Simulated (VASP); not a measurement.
# W (I4/mmm) in VASP: a series of runs

W is run at these levels: r2SCAN; tasks: single point.

Everything below comes from runs of VASP 6.6.1. Logs are shortened: lines on timing, memory, paths and dates and some standing lists are left out, and cuts for length are marked.

## Step 1: The cell of the first run

Symmetry: I4/mmm, No. 139, tetragonal system. Conventional cell: a = 2.871 Å, b = 2.871 Å, c = 3.898 Å, α = 90.00°, β = 90.00°, γ = 90.00°. Within 3.7 Å of W (site symmetry 4/mmm) lie 12 W at 2.81 to 2.87 Å.

## Step 2: Single point, r2SCAN (strain -0.0400 x Voigt [0, 0, 1, 0, 0, 0])

Input file POSCAR:

```
W
1.0
    0.0000000000      2.0300000000      1.9488000000
    2.0300000000      0.0000000000      1.9488000000
    2.0300000000      2.0300000000      0.0000000000
W
1
Direct
    0.0000000000      0.0000000000      0.0000000000
```

Input file INCAR.step1:

```
PREC     = Accurate       # precision mode
ENCUT    = 520            # plane-wave cutoff, eV
ISMEAR   = 0              # smearing method
SIGMA    = 0.15           # smearing width, eV
LREAL    = False          # projectors in reciprocal space
LASPH    = True           # aspherical terms in the spheres
NELM     = 100            # most SCF steps
NBANDS   = 13             # bands
GGA      = PE             # functional
ALGO     = Normal         # electronic algorithm
EDIFF    = 1E-4           # SCF threshold, eV
LWAVE    = True           # write WAVECAR
LCHARG   = False          # write CHGCAR
```

Input file INCAR.step2:

```
PREC     = Accurate       # precision mode
ENCUT    = 520            # plane-wave cutoff, eV
EDIFF    = 1E-6           # SCF threshold, eV
ISMEAR   = 0              # smearing method
SIGMA    = 0.15           # smearing width, eV
LREAL    = False          # projectors in reciprocal space
LASPH    = True           # aspherical terms in the spheres
NELM     = 100            # most SCF steps
ALGO     = Normal         # electronic algorithm
ISIF     = 2              # what is computed and relaxed
LWAVE    = False          # write WAVECAR
LCHARG   = True           # write CHGCAR
METAGGA  = R2SCAN         # meta-GGA
LMIXTAU  = True         
LELF     = True           # ELF
LVHAR    = True         
NBANDS   = 13             # bands
ISTART   = 1
```

Input file KPOINTS:

```
regular mesh
0
Gamma
  20 20 20
```

Potentials or basis: VASP PAW PBE potentials, release 64 (W_sv).

Launch:

```sh
cat potpaw_PBE.64/W_sv/POTCAR > POTCAR
cp INCAR.step1 INCAR
mpirun -np 1 vasp_std > vasp.out
cp INCAR.step2 INCAR
mpirun -np 1 vasp_std > vasp.out
```

OUTCAR:

```text
PREC = Accurate
   ENCUT = 520
   EDIFF = 1E-6
   ISMEAR = 0
   LREAL = False
   LASPH = True
   NELM = 100
   ISIF = 2
   METAGGA = R2SCAN
   ISTART = 1

 ion  position               nearest neighbor table
   1  0.000  0.000  0.000-

  LATTYP: Found a body centered tetragonal cell.
 ALAT       =     2.8708535316
 C/A-ratio  =     1.3576450199

  Lattice vectors:

 A1 = (   0.0000000000,  -2.0300000000,  -1.9488000000)
 A2 = (   0.0000000000,   2.0300000000,  -1.9488000000)
 A3 = (   2.0300000000,   0.0000000000,   1.9488000000)

Analysis of symmetry for initial positions (statically):
=====================================================================
 Subroutine PRICEL returns:
 Original cell was already a primitive cell.

 Routine SETGRP: Setting up the symmetry group for a
 body centered tetragonal supercell.

 Subroutine GETGRP returns: Found 16 space group operations
 (whereof 16 operations were pure point group operations)
 out of a pool of 16 trial point group operations.

The static configuration has the point symmetry D_4h.

Analysis of symmetry for dynamics (positions and initial velocities):
=====================================================================
 Subroutine PRICEL returns:
 Original cell was already a primitive cell.

 Routine SETGRP: Setting up the symmetry group for a
 body centered tetragonal supercell.

 Subroutine GETGRP returns: Found 16 space group operations
 (whereof 16 operations were pure point group operations)
 out of a pool of 16 trial point group operations.

The dynamic configuration has the point symmetry D_4h.

 Subroutine INISYM returns: Found 16 space group operations
 (whereof 16 operations are pure point group operations),
 and found     1 'primitive' translations

----------------------------------------------------------------------------------------

                                     Primitive cell

  volume of cell :      16.0616

  direct lattice vectors                    reciprocal lattice vectors
     0.000000000  2.030000000  1.948800000    -0.246305419  0.246305419  0.256568144
     2.030000000  0.000000000  1.948800000     0.246305419 -0.246305419  0.256568144
     2.030000000  2.030000000  0.000000000     0.246305419  0.246305419 -0.256568144

  length of vectors
     2.814022288  2.814022288  2.870853532     0.432619846  0.432619846  0.432619846

  position of ions in fractional coordinates (direct lattice)
     0.000000000  0.000000000  0.000000000

  ion indices of the primitive-cell ions
   primitive index   ion index
                 1           1

----------------------------------------------------------------------------------------

 KPOINTS: regular mesh

Automatic generation of k-mesh.
 Grid dimensions read from file:
 generate k-points for:   20   20   20

 Generating k-lattice:

  Cartesian coordinates                     Fractional coordinates (reciprocal lattice)
    -0.012315271  0.012315271  0.012828407     0.050000000 -0.000000000  0.000000000
     0.012315271 -0.012315271  0.012828407    -0.000000000  0.050000000  0.000000000
     0.012315271  0.012315271 -0.012828407     0.000000000  0.000000000  0.050000000

  Length of vectors
     0.021630992  0.021630992  0.021630992

  Shift w.r.t. Gamma in fractional coordinates (k-lattice)
     0.000000000  0.000000000  0.000000000

 Subroutine IBZKPT returns following result:
 ===========================================

 Found    641 irreducible k-points:

 Following reciprocal coordinates:
            Coordinates               Weight
  0.000000  0.000000  0.000000      1.000000
  0.050000 -0.000000  0.000000      8.000000
  0.100000  0.000000  0.000000      8.000000
  0.150000  0.000000  0.000000      8.000000
  0.200000  0.000000  0.000000      8.000000
  0.250000 -0.000000  0.000000      8.000000
[... 16 lines left out ...]
 -0.400000  0.050000  0.000000      8.000000
 -0.350000  0.050000  0.000000      8.000000
 [... further k-points ...]
   k-points           NKPTS =    641   k-points in BZ     NKDIM =    641   number of bands    NBANDS=     13
   number of dos      NEDOS =    301   number of ions     NIONS =      1
   total plane-waves  NPLWV =  13824
   dimension x,y,z NGX =    24 NGY =   24 NGZ =   24
   dimension x,y,z NGXF=    48 NGYF=   48 NGZF=   48
   ions per type =               1
   NGX,Y,Z   is equivalent  to a cutoff of  14.18, 14.18, 13.90 a.u.
   NGXF,Y,Z  is equivalent  to a cutoff of  28.36, 28.36, 27.80 a.u.
 SYSTEM =  unknown system
   PREC   = accura    normal or accurate (medium, high low for compatibility)
   ISTART =      1    job   : 0-new  1-cont  2-samecut
   ICHARG =      0    charge: 1-file 2-atom 10-const
   ISPIN  =      1    spin polarized calculation?
   LNONCOLLINEAR =      F non collinear calculations
   LSORBIT =      F    spin-orbit coupling
   LASPH  =      T    aspherical Exc in radial PAW
   ENCUT  =  520.0 eV  38.22 Ry    6.18 a.u.   5.23  5.23  5.34*2*pi/ulx,y,z
   NELM   =    100;   NELMIN=  2; NELMDL=  0     # of ELM steps
   EDIFF  = 0.1E-05   stopping-criterion for ELM
   LREAL  =      F    real-space projection
   EDIFFG = 0.1E-04   stopping-criterion for IOM
   NSW    =      0    number of steps for IOM
   IBRION =     -1    ionic relax: 0-MD 1-quasi-New 2-CG
   NFREE  =      0    steps in history (QN), initial steepest desc. (CG)
   ISIF   =      2    stress and relaxation
   ISYM   =      2    0-nonsym 1-usesym 2-fastsym
   POTIM  = 0.5000    time-step for ionic-motion
   TEBEG  =    0.0;   TEEND  =   0.0 temperature during run
   PSTRESS=    0.0 pullay stress
   NELECT =      14.0000    total number of electrons
   NUPDOWN=      -1.0000    fix difference up-down
   EMIN   =  10.00;   EMAX   =-10.00  energy-range for DOS
   EFERMI =   0.00;   METHOD = LEGACY
   ISMEAR =     0;   SIGMA  =   0.15  broadening in eV -4-tet -1-fermi 0-gaus
   EFERMI_NEDOS =   21; number of points for ismear=-14 and -15
   IALGO  =     38    algorithm
   IMIX   =      4    mixing-type and parameters
     AMIX     =   0.40;   BMIX     =  1.00
     AMIX_MAG =   1.60;   BMIX_MAG =  1.00
  volume/ion in A,a.u.               =      16.06       108.39
  Fermi-wavevector in a.u.,A,eV,Ry     =   1.563823  2.955198 33.273644  2.445544
  Thomas-Fermi vector in A             =   2.666538
   LORBIT       =      0    0 simple, 1 ext, 2 COOP (PROOUT), +10 PAW based schemes
   METAGGA = R2SCAN    functional components
   LHFCALC =     F    Hartree Fock is set to
   AEXX    =    0.0000 exact exchange contribution
   IVDW    =     0    specifies the selected vdW correction
   LEPSILON=     F    determine dielectric tensor
   LRPA    =     F    only Hartree local field effects (RPA)
 non-spin polarized calculation
 Gauss-broadening in eV      SIGMA  =   0.15
  energy-cutoff  :      520.00
  volume of cell :       16.06
 maximum number of plane-waves:       443
 NGX is ok and might be reduce to    24
   NGX = 11   NGY = 11   NGZ = 11

 number of electron      14.0000000 magnetization

 Free energy of the ion-electron system (eV)
  ---------------------------------------------------
  ext. energy  EPLUGINS =         0.00000000
  ---------------------------------------------------
  free energy    TOTEN  =       -50.82451296 eV

  energy without entropy =      -50.81292157  energy(sigma->0) =      -50.81871726

 E-fermi :  10.7010     XC(G=0): -14.8672

 val. band max:       10.6989068019   @ k =   0.5000  -0.0000   0.1000
 cond. band min:      10.7053664694   @ k =  -0.1000  -0.0000   0.1000
 fundamental gap:      0.0064596675
 Fermi energy:        10.7009938715

 k-point     1 :       0.0000    0.0000    0.0000
  band No.  band energies     occupation
      1     -64.9430      2.00000
      2     -27.8568      2.00000
      3     -27.8568      2.00000
      4     -27.8249      2.00000
      5       1.0434      2.00000
      6       9.8236      2.00000
      7       9.8236      2.00000
      8      10.4587      1.97763
      9      13.0454      0.00000
     10      13.9274      0.00000
     11      24.0538      0.00000
     12      29.3036      0.00000
     13      29.3036      0.00000

 k-point     2 :       0.0500   -0.0000    0.0000
  band No.  band energies     occupation
      1     -64.9398      2.00000
      2     -27.8849      2.00000
      3     -27.8620      2.00000
      4     -27.8348      2.00000
      5       1.1619      2.00000
      6       9.7803      2.00000
      7       9.8785      2.00000
      8      10.4608      1.97649
      9      13.0024      0.00000
     10      13.8652      0.00000
     11      24.2954      0.00000
     12      29.0030      0.00000
     13      29.5191      0.00000

 k-point     3 :       0.1000    0.0000    0.0000
  band No.  band energies     occupation
      1     -64.9304      2.00000
      2     -27.9813      2.00000
      3     -27.8773      2.00000
      4     -27.8481      2.00000
      5       1.5066      2.00000
      6       9.6057      2.00000
      7      10.0233      2.00000
      8      10.5310      1.89095
      9      12.9065      0.00000
     10      13.7084      0.00000
     11      24.9601      0.00000
     12      28.0765      0.00000
     13      30.1483      0.00000
[... 305 lines left out ...]
 k-point    23 :      -0.4000    0.0500    0.0000
  band No.  band energies     occupation
      1     -64.8180      2.00000
      2     -29.0638      2.00000
      3     -28.0503      2.00000
      4     -27.9978      2.00000
      5       4.6832      2.00000
      6       9.6866      2.00000
      7       9.9916      2.00000
      8      10.5485      1.84953
      9      15.3698      0.00000
     10      15.8908      0.00000
     11      22.3336      0.00000
     12      24.7740      0.00000
     13      31.2281      0.00000

 k-point    24 :      -0.3500    0.0500    0.0000
  band No.  band energies     occupation
      1     -64.8313      2.00000
      2     -28.9410      2.00000
      3     -28.0251      2.00000
      4     -27.9887      2.00000
      5       4.5563      2.00000
      6       9.6055      2.00000
      7       9.8437      2.00000
      8      10.3853      1.99709
      9      14.5971      0.00000
     10      15.4291      0.00000
     11      22.9682      0.00000
     12      26.0491      0.00000
     13      32.1936      0.00000

 [... further k-points ...]
[... 5 lines left out ...]
  --------------------------------------------------------------------------------------
  -------------------------------------------------------------------------------------
  Total        0.9813503      0.9813503     -0.7527645      0.0000000     -0.0000000      0.0000000
  in kB       97.8915694     97.8915694    -75.0896995      0.0000000     -0.0000000      0.0000000
  external PRESSURE =      40.2311465 kB  Pullay stress =       0.0000000 kB

 VOLUME and BASIS-vectors are now :
 -----------------------------------------------------------------------------
  energy-cutoff  :      520.00
  volume of cell :       16.06
      direct lattice vectors                 reciprocal lattice vectors
     0.000000000  2.030000000  1.948800000    -0.246305419  0.246305419  0.256568144
     2.030000000  0.000000000  1.948800000     0.246305419 -0.246305419  0.256568144
     2.030000000  2.030000000  0.000000000     0.246305419  0.246305419 -0.256568144

 POSITION                                       TOTAL-FORCE (eV/Angst)
 -----------------------------------------------------------------------------------
      0.00000      0.00000      0.00000         0.000000      0.000000      0.000000
 -----------------------------------------------------------------------------------
    total drift:                               -0.000000      0.000000      0.000000

  FREE ENERGIE OF THE ION-ELECTRON SYSTEM (eV)
  ---------------------------------------------------
  free  energy   TOTEN  =       -50.8245129551 eV

  energy  without entropy=      -50.8129215713  energy(sigma->0) =      -50.81871726
```

Wall time 2.4 min (1 thread of Intel Xeon 6975P-C (Granite Rapids), shared host); peak memory 0.25 GiB.

Results:

* Free energy: -50.8245 eV
* Pressure: 4.0 GPa
* Band gap on the k mesh: zero (band 7 reaches 14.37 eV, above the bottom of band 8 at 10.06 eV)

Stress tensor (GPa, compression positive):
```
 9.79  0.00  0.00
 0.00  9.79  0.00
 0.00  0.00 -7.51
```

Caveat: the cell differs from its parent crystal (strain -0.0400 x Voigt [0, 0, 1, 0, 0, 0]); the PAW data sets were made with another functional, which shifts forces and pressure a little; spin-orbit coupling is left out, which moves the levels of the heavy elements.

(Part 1 of 2 ends here.)
